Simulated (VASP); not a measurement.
Input of a VASP 6.6.1 run:

Contents of INCAR:

```
SYSTEM = Ti
  ALGO = Normal
  EDIFF = 1E-7
  ENCUT = 520
  GGA = PS
  ISIF = 2
  ISMEAR = 0
  LASPH = .TRUE.
  LCHARG = .TRUE.
  LELF = .TRUE.
  LREAL = .FALSE.
  LVHAR = .TRUE.
  LWAVE = .FALSE.
  NBANDS = 12
  NELM = 80
  PREC = Accurate
  SIGMA = 0.1
```

The input KPOINTS:

```
k-points
0
G
  12 12 12
  0 0 0
```

POSCAR

```
Ti
1.0
   -1.6410000000      1.6410000000      1.6410000000
    1.6410000000     -1.6410000000      1.6410000000
    1.6410000000      1.6410000000     -1.6410000000
Ti
1
Direct
    0.0000000000      0.0000000000      0.0000000000
```

Potentials or basis: VASP PAW PBE potentials, release 64 (Ti_sv).

Command:

```sh
$ cat potpaw_PBE.64/Ti_sv/POTCAR > POTCAR
$ mpirun -np 1 vasp_std > vasp.out
```

Predict the band gap on the k mesh.

zero (band 6 reaches 8.75 eV, above the bottom of band 7 at 7.18 eV).

Estimate the pressure.

-7.1 GPa.

Caveat: the PAW data sets were made with another functional, which shifts forces and pressure a little.
